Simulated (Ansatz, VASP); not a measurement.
**Two plane-wave programs on GaN**

```
Ga N
1.0
     3.35809    0.00000    0.00000
    -1.67904    2.90819    0.00000
     0.00000    0.00000    4.92890
Ga N
2 2
Direct
  0.33333 0.66667 0.25000
  0.66667 0.33333 0.75000
  0.66667 0.33333 0.25000
  0.33333 0.66667 0.75000
```

Alike in both runs: task single point; functional PBE; k mesh 9 × 9 × 4; no spin polarisation.

```csv
,VASP,Ansatz
version,VASP 6.6.1,Ansatz 0.2.0
potentials or method,"VASP PAW PBE potentials, release 64 (Ga_d, N)","plane waves, PAW"
plane-wave cutoff (eV),520,420
occupations,"gaussian, width 0.01 eV",fixed
valence electrons in the cell,36,36
```

|  | VASP | Ansatz | Ansatz less VASP |
| --- | --- | --- | --- |
| gap on the k mesh at the Fermi level (eV) | 0.91 | 0.91 | -0.002 |
| pressure (GPa) | -4.7 | -4.8 | -0.13 |
| traceless stress, the component that is largest in VASP (GPa) | 2.09 | 2.08 | -0.010 |
